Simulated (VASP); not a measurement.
Set up this calculation in VASP 6.6.1, as the native input.

```yaml
Task: single point
Functional: r2SCAN
Potentials_or_basis: VASP PAW PBE potentials, release 64 (Si, Ni)
Cutoff: 520 eV
k_mesh: 12 × 12 × 8
Occupations: gaussian, width 0.1 eV
Spin: no spin polarisation
Dipole_correction: no
Further_INCAR_settings: ALGO = Normal; EDIFF = 1e-06; NBANDS = 33
```

SiNi2:

```
Si Ni
1.0
     3.86955    0.00000    0.00000
    -1.93477    3.35112    0.00000
     0.00000    0.00000    4.92681
Si Ni
2 4
Cartesian
  0.0000 2.2341 3.6951
  1.9348 1.1170 1.2317
  0.0000 0.0000 0.0000
  0.0000 0.0000 2.4634
  0.0000 2.2341 1.2317
  1.9348 1.1170 3.6951
```

These files were run (other wordings do the same):

POSCAR

```
SiNi2
1.0
    3.8695454910      0.0000000000      0.0000000000
   -1.9347727455      3.3511246963      0.0000000000
    0.0000000000      0.0000000000      4.9268112946
Si Ni
2 4
Direct
    0.3333333333      0.6666666667      0.7500000000
    0.6666666667      0.3333333333      0.2500000000
    0.0000000000      0.0000000000      0.0000000000
    0.0000000000      0.0000000000      0.5000000000
    0.3333333333      0.6666666667      0.2500000000
    0.6666666667      0.3333333333      0.7500000000
```

INCAR.step1

```
  PREC = Accurate
  ENCUT = 520
  ISMEAR = 0
  SIGMA = 0.1
  LREAL = F
  LASPH = T
  NELM = 80
  NBANDS = 33
  GGA = PE
  ALGO = Normal
  EDIFF = 1E-4
  LWAVE = T
  LCHARG = F
```

INCAR.step2

```
  PREC = Accurate
  ENCUT = 520
  EDIFF = 1E-6
  ISMEAR = 0
  SIGMA = 0.1
  LREAL = F
  LASPH = T
  NELM = 80
  ALGO = Normal
  ISIF = 2
  LWAVE = F
  LCHARG = F
  METAGGA = R2SCAN
  LMIXTAU = T
  NBANDS = 33
  ISTART = 1
```

KPOINTS

```
Automatic mesh
0
Gamma
  12 12 8
```

Potentials or basis: VASP PAW PBE potentials, release 64 (Si, Ni).

The run is started by

```bash
$ cat potpaw_PBE.64/Si/POTCAR potpaw_PBE.64/Ni/POTCAR > POTCAR
$ cp INCAR.step1 INCAR
$ mpirun -np 1 vasp_std > vasp.out
$ cp INCAR.step2 INCAR
$ mpirun -np 1 vasp_std > vasp.out
```

It gave:

* Pressure: 0.3 GPa
* Band gap on the k mesh: zero (bands 24 and 25 overlap by 3.70 eV)

Caveat: the PAW data sets were made with another functional, which shifts forces and pressure a little.

Wall time 7 min on 1 thread of Intel(R) Xeon(R) 6975P-C (Granite Rapids), with other jobs on the host, peak memory 0.29 GiB.
